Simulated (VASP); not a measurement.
# TiO2 (P1) in VASP: single point with r2SCAN

Aim: the single point of TiO2 with r2SCAN.

Everything below comes from runs of VASP 6.6.1. Logs are shortened: lines on timing, memory, paths and dates and some standing lists are left out, and cuts for length are marked.

## Step 1: The cell of the first run

The typed cell holds 9 atoms: a = 5.562 Å, b = 5.562 Å, c = 6.060 Å, α = 90.00°, β = 90.00°, γ = 120.00°.

## Step 2: Single point, r2SCAN (all O atoms moved +0.100 Å, as atom 4 along Cartesian [1 -1 0])

The input, POSCAR:

```
TiO2
1.0
    5.5619881362      0.0000000000      0.0000000000
   -2.7809940681      4.8168230215      0.0000000000
    0.0000000000      0.0000000000      6.0602254533
Ti O
3 6
Direct
    0.4661652404      0.0000000000      0.3333333333
    0.0000000000      0.4661652404      0.6666666667
    0.5338347596      0.5338347596      0.0000000000
    0.4243155749      0.2570577455      0.2136009961
    0.7336355448      0.1325247158      0.5469343295
    0.8581685745      0.5663777154      0.8802676628
    0.2771109180      0.4042624024      0.7863990039
    0.1525778883      0.7135823723      0.4530656705
    0.5864308879      0.8381154020      0.1197323372
```

The input, INCAR.step1:

```
PREC = Accurate
ENCUT = 520
ISMEAR = 0
SIGMA = 0.05
LREAL = F
LASPH = T
NELM = 80
NBANDS = 46
GGA = PE
ALGO = Normal
EDIFF = 1E-4
LWAVE = T
LCHARG = F
```

The input, INCAR.step2:

```
PREC = Accurate
ENCUT = 520
EDIFF = 1E-6
ISMEAR = 0
SIGMA = 0.05
LREAL = F
LASPH = T
NELM = 80
ALGO = Normal
ISIF = 2
LWAVE = F
LCHARG = F
METAGGA = R2SCAN
LMIXTAU = T
NBANDS = 46
ISTART = 1
```

The input, KPOINTS:

```
regular mesh
0
Gamma
  6 6 4
```

Potentials or basis: VASP PAW PBE potentials, release 64 (Ti_sv, O).

Run with:

```
$ cat potpaw_PBE.64/Ti_sv/POTCAR potpaw_PBE.64/O/POTCAR > POTCAR
$ cp INCAR.step1 INCAR
$ mpirun -np 1 vasp_std > vasp.out
$ cp INCAR.step2 INCAR
$ mpirun -np 1 vasp_std > vasp.out
```

OUTCAR:

```text
PREC = Accurate
   ENCUT = 520
   EDIFF = 1E-6
   ISMEAR = 0
   LREAL = F
   LASPH = T
   NELM = 80
   ISIF = 2
   METAGGA = R2SCAN
   ISTART = 1

 ion  position               nearest neighbor table
   1  0.466  0.000  0.333-   4 1.72   8 1.82   5 1.83   9 1.88
   2  0.000  0.466  0.667-   6 1.75   8 1.77   5 1.85   7 1.88
   3  0.534  0.534  0.000-   9 1.73   7 1.79   4 1.87   6 1.87
   4  0.424  0.257  0.214-   1 1.72   3 1.87
   5  0.734  0.133  0.547-   1 1.83   2 1.85
   6  0.858  0.566  0.880-   2 1.75   3 1.87
   7  0.277  0.404  0.786-   3 1.79   2 1.88
   8  0.153  0.714  0.453-   2 1.77   1 1.82
   9  0.586  0.838  0.120-   3 1.73   1 1.88

  LATTYP: Found a hexagonal cell.
 ALAT       =     5.5619881362
 C/A-ratio  =     1.0895789967

  Lattice vectors:

 A1 = (   5.5619881362,   0.0000000000,   0.0000000000)
 A2 = (  -2.7809940681,   4.8168230215,   0.0000000000)
 A3 = (   0.0000000000,   0.0000000000,   6.0602254533)

Analysis of symmetry for initial positions (statically):
=====================================================================
 Subroutine PRICEL returns:
 Original cell was already a primitive cell.

 Routine SETGRP: Setting up the symmetry group for a
 hexagonal supercell.

 Subroutine GETGRP returns: Found  1 space group operations
 (whereof  1 operations were pure point group operations)
 out of a pool of 24 trial point group operations.

The static configuration has the point symmetry C_1 .

Analysis of symmetry for dynamics (positions and initial velocities):
=====================================================================
 Subroutine PRICEL returns:
 Original cell was already a primitive cell.

 Routine SETGRP: Setting up the symmetry group for a
 hexagonal supercell.

 Subroutine GETGRP returns: Found  1 space group operations
 (whereof  1 operations were pure point group operations)
 out of a pool of 24 trial point group operations.

The dynamic configuration has the point symmetry C_1 .

 Subroutine INISYM returns: Found  1 space group operations
 (whereof  1 operations are pure point group operations),
 and found     1 'primitive' translations

----------------------------------------------------------------------------------------

                                     Primitive cell

  volume of cell :     162.3602

  direct lattice vectors                    reciprocal lattice vectors
     5.561988136  0.000000000  0.000000000     0.179791825  0.103802859  0.000000000
    -2.780994068  4.816823022  0.000000000     0.000000000  0.207605718  0.000000000
     0.000000000  0.000000000  6.060225453     0.000000000  0.000000000  0.165010363

  length of vectors
     5.561988136  5.561988136  6.060225453     0.207605718  0.207605718  0.165010363

  position of ions in fractional coordinates (direct lattice)
     0.466165240  0.000000000  0.333333333
     0.000000000  0.466165240  0.666666667
     0.533834760  0.533834760  0.000000000
     0.424315575  0.257057745  0.213600996
     0.733635545  0.132524716  0.546934329
     0.858168574  0.566377715  0.880267663
     0.277110918  0.404262402  0.786399004
     0.152577888  0.713582372  0.453065671
     0.586430888  0.838115402  0.119732337

  ion indices of the primitive-cell ions
   primitive index   ion index
                 1           1
                 2           2
                 3           3
                 4           4
                 5           5
                 6           6
                 7           7
                 8           8
                 9           9

----------------------------------------------------------------------------------------

 KPOINTS: regular mesh

Automatic generation of k-mesh.
 Grid dimensions read from file:
 generate k-points for:    6    6    4

 Generating k-lattice:

  Cartesian coordinates                     Fractional coordinates (reciprocal lattice)
     0.029965304  0.017300476  0.000000000     0.166666667  0.000000000  0.000000000
     0.000000000  0.034600953  0.000000000     0.000000000  0.166666667  0.000000000
     0.000000000  0.000000000  0.041252591     0.000000000  0.000000000  0.250000000

  Length of vectors
     0.034600953  0.034600953  0.041252591

  Shift w.r.t. Gamma in fractional coordinates (k-lattice)
     0.000000000  0.000000000  0.000000000

 Subroutine IBZKPT returns following result:
 ===========================================

 Found     76 irreducible k-points:

 Following reciprocal coordinates:
            Coordinates               Weight
  0.000000  0.000000  0.000000      1.000000
  0.166667  0.000000  0.000000      2.000000
  0.000000  0.166667  0.000000      2.000000
 -0.166667  0.166667  0.000000      2.000000
  0.333333  0.000000  0.000000      2.000000
  0.000000  0.333333  0.000000      2.000000
[... 16 lines left out ...]
  0.000000  0.166667  0.250000      2.000000
 -0.166667  0.166667  0.250000      2.000000
 [... further k-points ...]
   k-points           NKPTS =     76   k-points in BZ     NKDIM =     76   number of bands    NBANDS=     46
   number of dos      NEDOS =    301   number of ions     NIONS =      9
   total plane-waves  NPLWV =  84672
   dimension x,y,z NGX =    42 NGY =   42 NGZ =   48
   dimension x,y,z NGXF=    84 NGYF=   84 NGZF=   96
   ions per type =               3   6
   NGX,Y,Z   is equivalent  to a cutoff of  12.55, 12.55, 13.17 a.u.
   NGXF,Y,Z  is equivalent  to a cutoff of  25.11, 25.11, 26.34 a.u.
 SYSTEM =  unknown system
   PREC   = accura    normal or accurate (medium, high low for compatibility)
   ISTART =      1    job   : 0-new  1-cont  2-samecut
   ICHARG =      0    charge: 1-file 2-atom 10-const
   ISPIN  =      1    spin polarized calculation?
   LNONCOLLINEAR =      F non collinear calculations
   LSORBIT =      F    spin-orbit coupling
   LASPH  =      T    aspherical Exc in radial PAW
   ENCUT  =  520.0 eV  38.22 Ry    6.18 a.u.  10.34 10.34 11.27*2*pi/ulx,y,z
   NELM   =     80;   NELMIN=  2; NELMDL=  0     # of ELM steps
   EDIFF  = 0.1E-05   stopping-criterion for ELM
   LREAL  =      F    real-space projection
[... 7 lines left out ...]
   TEBEG  =    0.0;   TEEND  =   0.0 temperature during run
   PSTRESS=    0.0 pullay stress
   NELECT =      72.0000    total number of electrons
   NUPDOWN=      -1.0000    fix difference up-down
   EMIN   =  10.00;   EMAX   =-10.00  energy-range for DOS
   EFERMI =   0.00;   METHOD = LEGACY
   ISMEAR =     0;   SIGMA  =   0.05  broadening in eV -4-tet -1-fermi 0-gaus
   EFERMI_NEDOS =   21; number of points for ismear=-14 and -15
   IALGO  =     38    algorithm
   IMIX   =      4    mixing-type and parameters
     AMIX     =   0.40;   BMIX     =  1.00
     AMIX_MAG =   1.60;   BMIX_MAG =  1.00
  volume/ion in A,a.u.               =      18.04       121.74
  Fermi-wavevector in a.u.,A,eV,Ry     =   1.248416  2.359163 21.205241  1.558541
  Thomas-Fermi vector in A             =   2.382503
   LORBIT       =      0    0 simple, 1 ext, 2 COOP (PROOUT), +10 PAW based schemes
   METAGGA = R2SCAN    functional components
   LHFCALC =     F    Hartree Fock is set to
   AEXX    =    0.0000 exact exchange contribution
   IVDW    =     0    specifies the selected vdW correction
   LEPSILON=     F    determine dielectric tensor
   LRPA    =     F    only Hartree local field effects (RPA)
 non-spin polarized calculation
 Gauss-broadening in eV      SIGMA  =   0.05
  energy-cutoff  :      520.00
  volume of cell :      162.36
 maximum number of plane-waves:      4433
 NGX is ok and might be reduce to    42
   NGX = 21   NGY = 21   NGZ = 23

 number of electron      72.0000002 magnetization

 Free energy of the ion-electron system (eV)
  ---------------------------------------------------
  ext. energy  EPLUGINS =         0.00000000
  ---------------------------------------------------
  free energy    TOTEN  =      -103.09820520 eV

  energy without entropy =     -103.09820520  energy(sigma->0) =     -103.09820520

 E-fermi :  -1.0570     XC(G=0):  -8.5893

 val. band max:       -1.3631926256   @ k =   0.0000   0.0000   0.5000
 cond. band min:       2.7237787361   @ k =   0.0000   0.0000   0.5000
 fundamental gap:      4.0869713617
 Fermi energy:        -1.0570080940

 k-point     1 :       0.0000    0.0000    0.0000
  band No.  band energies     occupation
      1     -58.7680      2.00000
      2     -58.7273      2.00000
      3     -58.6194      2.00000
      4     -34.2588      2.00000
      5     -34.1512      2.00000
      6     -34.0947      2.00000
[... 38 lines left out ...]
     45       4.7217      0.00000
     46       5.2374      0.00000

 k-point     2 :       0.1667    0.0000    0.0000
  band No.  band energies     occupation
      1     -58.7680      2.00000
      2     -58.7273      2.00000
      3     -58.6195      2.00000
      4     -34.2581      2.00000
      5     -34.1585      2.00000
      6     -34.0900      2.00000
[... 38 lines left out ...]
     45       4.9554      0.00000
     46       5.2492      0.00000

 k-point     3 :       0.0000    0.1667    0.0000
  band No.  band energies     occupation
      1     -58.7678      2.00000
      2     -58.7275      2.00000
      3     -58.6194      2.00000
      4     -34.2547      2.00000
      5     -34.1595      2.00000
      6     -34.0945      2.00000
[... 38 lines left out ...]
     45       4.9182      0.00000
     46       5.2079      0.00000

 k-point     4 :      -0.1667    0.1667    0.0000
  band No.  band energies     occupation
      1     -58.7679      2.00000
      2     -58.7274      2.00000
      3     -58.6195      2.00000
      4     -34.2543      2.00000
      5     -34.1604      2.00000
      6     -34.0930      2.00000
[... 920 lines left out ...]
     45       5.0082      0.00000
     46       5.4088      0.00000

 k-point    23 :       0.0000    0.1667    0.2500
  band No.  band energies     occupation
      1     -58.7678      2.00000
      2     -58.7275      2.00000
      3     -58.6194      2.00000
      4     -34.2535      2.00000
      5     -34.1649      2.00000
      6     -34.0945      2.00000
[... 38 lines left out ...]
     45       5.0377      0.00000
     46       5.4101      0.00000

 k-point    24 :      -0.1667    0.1667    0.2500
  band No.  band energies     occupation
      1     -58.7678      2.00000
      2     -58.7275      2.00000
      3     -58.6195      2.00000
      4     -34.2510      2.00000
      5     -34.1719      2.00000
      6     -34.0856      2.00000
[... 38 lines left out ...]
     45       5.0286      0.00000
     46       5.4087      0.00000

 [... further k-points ...]
[... 5 lines left out ...]
  --------------------------------------------------------------------------------------
  -------------------------------------------------------------------------------------
  Total       -0.1332299      3.5093656      1.8625614     -2.0482206     -0.9691133     -1.1151979
  in kB       -1.3147187     34.6305727     18.3798366    -20.2119298     -9.5632523    -11.0048210
  external PRESSURE =      17.2318969 kB  Pullay stress =       0.0000000 kB

 VOLUME and BASIS-vectors are now :
 -----------------------------------------------------------------------------
  energy-cutoff  :      520.00
  volume of cell :      162.36
      direct lattice vectors                 reciprocal lattice vectors
     5.561988136  0.000000000  0.000000000     0.179791825  0.103802859  0.000000000
    -2.780994068  4.816823022  0.000000000     0.000000000  0.207605718  0.000000000
     0.000000000  0.000000000  6.060225453     0.000000000  0.000000000  0.165010363

 POSITION                                       TOTAL-FORCE (eV/Angst)
 -----------------------------------------------------------------------------------
      2.59281      0.00000      2.02008         1.943085     -1.558082      0.828514
     -1.29640      2.24544      4.04015         1.588069     -1.991332     -0.059673
      1.48459      2.57139      0.00000         1.217942     -1.699054     -0.782158
      1.64516      1.23820      1.29447        -1.122660      1.475154     -0.745494
      3.71192      0.63835      3.31455        -0.396742      0.438712     -0.164852
      3.19803      2.72814      5.33462        -1.239817      0.570633      1.025672
      0.41704      1.94726      4.76576        -0.805731      0.356733     -0.224884
     -1.13583      3.43720      2.74568        -0.247659      0.848471     -0.714599
      0.93093      4.03705      0.72560        -0.936488      1.558766      0.837476
 -----------------------------------------------------------------------------------
    total drift:                                0.000883     -0.000587      0.000398

  FREE ENERGIE OF THE ION-ELECTRON SYSTEM (eV)
  ---------------------------------------------------
  free  energy   TOTEN  =      -103.0982051982 eV

  energy  without entropy=     -103.0982051982  energy(sigma->0) =     -103.09820520
```

Run time: 64 min. Hardware: 1 thread of Oxide Virtual Turin-like, shared host; peak memory 0.53 GiB.

Results:

```yaml
Free_energy: -103.0982 eV
Pressure: 1.7 GPa
Largest_force: 2.625 eV/Å
Band_gap_on_the_k_mesh: 4.09 eV
```

Forces on the atoms (eV/Å):
```
Ti   1.943 -1.558  0.829
Ti   1.588 -1.991 -0.060
Ti   1.218 -1.699 -0.782
O   -1.123  1.475 -0.745
O   -0.397  0.439 -0.165
O   -1.240  0.571  1.026
O   -0.806  0.357 -0.225
O   -0.248  0.848 -0.715
O   -0.936  1.559  0.837
```

Caveat: the cell differs from its parent crystal (all O atoms moved +0.100 Å, as atom 4 along Cartesian [1 -1 0]); the PAW data sets were made with another functional, which shifts forces and pressure a little.
